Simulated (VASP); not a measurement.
# Al2Co (F-43m) in VASP: further runs, part 2 of 2

VASP 6.6.1. The steps go on from the part before.

## Step 3: Single point, PBE, collinear spin, ferromagnetic start

This run uses another cell than the first one, of 15.73 Å³/atom, 1.069 times its volume.

The input, INCAR:

```
PREC = Accurate ; ENCUT = 520
EDIFF = 1E-6 ; ISMEAR = 0
SIGMA = 0.1 ; LREAL = False
LASPH = True ; NELM = 150
ALGO = Fast ; ISIF = 2
LWAVE = False ; LCHARG = False
ISPIN = 2 ; MAGMOM = 0 0 3
LORBIT = 11 ; LMAXMIX = 4
GGA = PE ; NBANDS = 18
```

The input, KPOINTS:

```
regular mesh
0
Gamma
  6 6 6
```

The input, POSCAR:

```
Al2Co
1.0
    0.0000000000      2.8679206227      2.8679206227
    2.8679206227      0.0000000000      2.8679206227
    2.8679206227      2.8679206227      0.0000000000
Al Co
2 1
Direct
    0.7500000000      0.7500000000      0.7500000000
    0.5000000000      0.5000000000      0.5000000000
    0.2500000000      0.2500000000      0.2500000000
```

Potentials or basis: VASP PAW PBE potentials, release 64 (Al, Co).

The run is started by

```sh
cat potpaw_PBE.64/Al/POTCAR potpaw_PBE.64/Co/POTCAR > POTCAR
mpirun -np 1 vasp_std > vasp.out
```

OUTCAR:

```text
PREC = Accurate
   ENCUT = 520
   EDIFF = 1E-6
   ISMEAR = 0
   LREAL = False
   LASPH = True
   NELM = 150
   ISIF = 2
   ISPIN = 2
   LORBIT = 11
   GGA = PE

 ion  position               nearest neighbor table
   1  0.750  0.750  0.750-   2 2.48   2 2.48   2 2.48   2 2.48   3 2.87   3 2.87   3 2.87   3 2.87
                             3 2.87   3 2.87
   2  0.500  0.500  0.500-   3 2.48   3 2.48   3 2.48   1 2.48   3 2.48   1 2.48   1 2.48   1 2.48

   3  0.250  0.250  0.250-   2 2.48   2 2.48   2 2.48   2 2.48   1 2.87   1 2.87   1 2.87   1 2.87
                             1 2.87   1 2.87

  LATTYP: Found a face centered cubic cell.
 ALAT       =     5.7358412454

  Lattice vectors:

 A1 = (   0.0000000000,   2.8679206227,   2.8679206227)
 A2 = (   2.8679206227,   0.0000000000,   2.8679206227)
 A3 = (   2.8679206227,   2.8679206227,   0.0000000000)

Analysis of symmetry for initial positions (statically):
=====================================================================
 Subroutine PRICEL returns:
 Original cell was already a primitive cell.

 Routine SETGRP: Setting up the symmetry group for a
 face centered cubic supercell.

 Subroutine GETGRP returns: Found 24 space group operations
 (whereof 24 operations were pure point group operations)
 out of a pool of 48 trial point group operations.

The static configuration has the point symmetry T_d .

Analysis of symmetry for dynamics (positions and initial velocities):
=====================================================================
 Subroutine PRICEL returns:
 Original cell was already a primitive cell.

 Routine SETGRP: Setting up the symmetry group for a
 face centered cubic supercell.

 Subroutine GETGRP returns: Found 24 space group operations
 (whereof 24 operations were pure point group operations)
 out of a pool of 48 trial point group operations.

The dynamic configuration has the point symmetry T_d .

Analysis of structural, dynamic, and magnetic symmetry:
[... 151 lines left out ...]
  energy without entropy =      -13.97634643  energy(sigma->0) =      -13.98457162

 E-fermi :   6.9296     XC(G=0): -10.5326

 val. band max:        6.9250974413   @ k =  -0.1667   0.1667   0.0000
 cond. band min:       6.9521006887   @ k =   0.3333   0.3333   0.0000
 fundamental gap:      0.0270032474
 Fermi energy:         6.9295783696

 spin component 1

 k-point     1 :       0.0000    0.0000    0.0000
  band No.  band energies     occupation
      1      -2.7546      1.00000
      2       5.2010      1.00000
      3       5.2010      1.00000
      4       5.2010      1.00000
      5       5.7704      1.00000
      6       5.7704      1.00000
[... 312 lines left out ...]
      4       4.2226      1.00000
      5       5.7479      1.00000
      6       6.0110      1.00000
[... 10 lines left out ...]
     17      20.5464      0.00000
     18      22.2257      0.00000
 Fermi energy:         6.9295783696

 spin component 2

 k-point     1 :       0.0000    0.0000    0.0000
  band No.  band energies     occupation
      1      -2.7488      1.00000
      2       5.2888      1.00000
      3       5.2888      1.00000
      4       5.2888      1.00000
      5       5.8875      1.00000
      6       5.8875      1.00000
[... 313 lines left out ...]
      5       5.8428      1.00000
      6       6.1228      1.00000
[... 10 lines left out ...]
     17      20.5595      0.00000
     18      22.2024      0.00000

------------------------ aborting loop because EDIFF is reached ----------------------------------------

  FORCE on cell =-STRESS in cart. coord.  units (eV):
  Direction    XX          YY          ZZ          XY          YZ          ZX
  --------------------------------------------------------------------------------------
  -------------------------------------------------------------------------------------
  Total        0.1100793      0.1100793      0.1100793     -0.0000000      0.0000000      0.0000000
  in kB        3.7383913      3.7383913      3.7383913     -0.0000000      0.0000000      0.0000000
  external PRESSURE =       3.7383913 kB  Pullay stress =       0.0000000 kB

 VOLUME and BASIS-vectors are now :
 -----------------------------------------------------------------------------
  energy-cutoff  :      520.00
  volume of cell :       47.18
      direct lattice vectors                 reciprocal lattice vectors
     0.000000000  2.867920623  2.867920623    -0.174342343  0.174342343  0.174342343
     2.867920623  0.000000000  2.867920623     0.174342343 -0.174342343  0.174342343
     2.867920623  2.867920623  0.000000000     0.174342343  0.174342343 -0.174342343

 POSITION                                       TOTAL-FORCE (eV/Angst)
 -----------------------------------------------------------------------------------
      4.30188      4.30188      4.30188         0.000000      0.000000      0.000000
      2.86792      2.86792      2.86792        -0.000000     -0.000000     -0.000000
      1.43396      1.43396      1.43396         0.000000      0.000000      0.000000
 -----------------------------------------------------------------------------------
    total drift:                                0.000000      0.000000      0.000000

  FREE ENERGIE OF THE ION-ELECTRON SYSTEM (eV)
  ---------------------------------------------------
  free  energy   TOTEN  =       -13.9927968105 eV

  energy  without entropy=      -13.9763464268  energy(sigma->0) =      -13.98457162

 total charge

# of ion       s       p       d       tot
------------------------------------------
    1        0.417   0.384   0.000   0.801
    2        0.431   0.461   0.000   0.892
    3        0.433   0.321   7.413   8.168
--------------------------------------------------
tot          1.281   1.167   7.413   9.861

 magnetization (x)

# of ion       s       p       d       tot
------------------------------------------
    1        0.001   0.001   0.000   0.002
    2       -0.001  -0.001   0.000  -0.002
    3        0.002   0.004   0.129   0.134
--------------------------------------------------
tot          0.001   0.004   0.129   0.134
```

It took 18 s on 1 thread of Intel Xeon 6975P-C (Granite Rapids), shared host; peak memory 0.18 GiB.

What came out:

- Free energy: -13.9928 eV
- Pressure: 0.4 GPa
- Net moment: 0.14 μB per cell
- Site moments: Al +0.00, -0.00; Co +0.13 μB
- Valence electrons inside the program's atomic spheres: Al 0.80, 0.89; Co 8.17

Levels at points of the mesh, in eV from the Fermi level:
Spin up:
| k point | band 5 | band 6 | band 7 | band 8 | band 9 | band 10 |
| --- | --- | --- | --- | --- | --- | --- |
| (0.00, 0.00, 0.00) | -1.16 | -1.16 | 2.10 | 2.10 | 2.10 | 4.53 |
| (0.50, 0.00, 0.00) | -0.91 | -0.91 | -0.79 | 2.07 | 2.07 | 3.29 |
| (0.50, 0.50, 0.00) | -1.67 | -1.06 | -0.88 | -0.60 | -0.60 | 1.42 |
Spin down:
```
           k point  band 3  band 4  band 5  band 6  band 7  band 8  band 9  band 10  band 11  band 12
(0.00, 0.00, 0.00)   -1.64   -1.64   -1.04   -1.04    2.11    2.11    2.11     4.56     4.56     4.56
(0.50, 0.00, 0.00)   -1.99   -1.99   -0.80   -0.80   -0.68    2.11    2.11     3.31     3.65     3.65
(0.50, 0.50, 0.00)   -1.78   -1.65   -1.65   -0.99   -0.75   -0.50   -0.50     1.49     3.46    10.37
```

## Step 4: Relaxation of cell and atoms, PBE, collinear spin, ferromagnetic start

The input, INCAR:

```
SYSTEM = Al2Co
  PREC = Accurate
  ENCUT = 600
  EDIFF = 1E-6
  ISMEAR = 0
  SIGMA = 0.1
  LREAL = .FALSE.
  LASPH = .TRUE.
  NELM = 150
  ALGO = Normal
  ISIF = 3
  LWAVE = .FALSE.
  LCHARG = .FALSE.
  ISPIN = 2
  MAGMOM = 0 0 3
  LORBIT = 11
  LMAXMIX = 4
  GGA = PE
  IBRION = 2
  NSW = 90
  EDIFFG = -0.04
```

The input, KPOINTS:

```
regular mesh
0
G
  6 6 6
  0 0 0
```

The input, POSCAR:

```
Al2Co
1.0
    0.0000000000      2.8050802200      2.8050802200
    2.8050802200      0.0000000000      2.8050802200
    2.8050802200      2.8050802200      0.0000000000
Al Co
2 1
Direct
    0.7500000000      0.7500000000      0.7500000000
    0.5000000000      0.5000000000      0.5000000000
    0.2500000000      0.2500000000      0.2500000000
```

The run is started by

```sh
cat potpaw_PBE.64/Al/POTCAR potpaw_PBE.64/Co/POTCAR > POTCAR
mpirun -np 1 vasp_std > vasp.out
```

It took 29 s on 1 thread of Intel Xeon 6975P-C (Granite Rapids), shared host; peak memory 0.21 GiB.

It converged, with:

```
Free energy                                           : -13.9922 eV
Relaxed volume                                        : 15.78 Å³/atom
Relaxed cell                                          : a = 4.061 Å, b = 4.061 Å, c = 4.061 Å, α = 60.00°, β = 60.00°, γ = 60.00°
Space group after relaxing (to 0.05 Å)                : F-43m (No. 216)
Energy gained by relaxing                             : 25.4 meV/atom
Ionic steps                                           : 3
Pressure after relaxing                               : 0.2 GPa
Net moment                                            : 0.02 μB per cell
Site moments                                          : Al +0.00, -0.00; Co +0.03 μB
Valence electrons inside the program's atomic spheres : Al 0.80, 0.89; Co 8.16
```

The path:
| step | energy change (eV) | largest force (eV/Å) | pressure (GPa) | volume (Å³) |
| --- | --- | --- | --- | --- |
| 1 | 0.0000 | 0.0000 | 8.11 | 44.14 |
| 2 | -0.0579 | 0.0000 | -3.29 | 49.08 |
| 3 | -0.0761 | 0.0000 | 0.17 | 47.35 |

Final structure:
```
Al Co
1.0
     0.00000    2.87132    2.87132
     2.87132    0.00000    2.87132
     2.87132    2.87132    0.00000
Al Co
2 1
Direct
  0.75000 0.75000 0.75000
  0.50000 0.50000 0.50000
  0.25000 0.25000 0.25000
```

Levels at points of the mesh, in eV from the Fermi level:
Spin up:
```
           k point  band 5  band 6  band 7  band 8  band 9  band 10
(0.00, 0.00, 0.00)   -1.09   -1.09    2.11    2.11    2.11     4.54
(0.50, 0.00, 0.00)   -0.85   -0.85   -0.73    2.09    2.09     3.29
(0.50, 0.50, 0.00)   -1.64   -1.01   -0.81   -0.54   -0.54     1.45
```
Spin down:
```csv
k point,band 3,band 4,band 5,band 6,band 7,band 8,band 9,band 10,band 11,band 12
"(0.00, 0.00, 0.00)",-1.65,-1.65,-1.07,-1.07,2.11,2.11,2.11,4.55,4.55,4.55
"(0.50, 0.00, 0.00)",-2.00,-2.00,-0.83,-0.83,-0.71,2.10,2.10,3.30,3.64,3.64
"(0.50, 0.50, 0.00)",-1.79,-1.64,-1.64,-1.00,-0.78,-0.52,-0.52,1.46,3.44,10.36
```

Caveat: the starting moments collapsed, and a magnetic state may lie lower.
